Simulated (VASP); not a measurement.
Set up this calculation in VASP 6.6.1, as the native input.

| Item | Value |
| --- | --- |
| Task | single point |
| Functional | LDA |
| Potentials or basis | VASP PAW LDA potentials, release 64 (Zr_sv, Cu) |
| Cutoff | 520 eV |
| k mesh | 11 × 11 × 11 |
| Occupations | fermi-dirac, width 0.05 eV |
| Spin | no spin polarisation |
| Dipole correction | no |
| Further INCAR settings | ALGO = Normal; EDIFF = 1e-07; NBANDS = 18 |

The structure of ZrCu lies in POSCAR:

```
ZrCu
1.0
    3.2526640000     -0.0813166000      0.0000000000
   -0.0813166000      3.2526640000      0.0000000000
    0.0000000000      0.0000000000      3.2526640000
Zr Cu
1 1
Direct
    0.5000000000      0.5000000000      0.5000000000
    0.0000000000      0.0000000000      0.0000000000
```

These files were run (other wordings do the same):

INCAR

```
PREC     = Accurate       # precision mode
ENCUT    = 520            # plane-wave cutoff, eV
EDIFF    = 1E-7           # SCF threshold, eV
ISMEAR   = -1             # smearing method
SIGMA    = 0.05           # smearing width, eV
LREAL    = False          # projectors in reciprocal space
LASPH    = True           # aspherical terms in the spheres
NELM     = 100            # most SCF steps
ALGO     = Normal         # electronic algorithm
ISIF     = 2              # what is computed and relaxed
LWAVE    = False          # write WAVECAR
LCHARG   = True           # write CHGCAR
LELF     = True           # ELF
LVHAR    = True         
NBANDS   = 18             # bands
```

KPOINTS

```
Automatic mesh
0
Gamma
  11 11 11
```

Potentials or basis: VASP PAW LDA potentials, release 64 (Zr_sv, Cu).

The run is started by

```console
$ cat potpaw_LDA.64/Zr_sv/POTCAR potpaw_LDA.64/Cu/POTCAR > POTCAR
$ mpirun -np 1 vasp_std > vasp.out
```

Results of the run:

* Pressure: -6.4 GPa

Wall time 60 s on 1 thread of AMD EPYC 9R45 96-Core Processor (Zen 5) (shared host), peak memory 0.21 GiB.
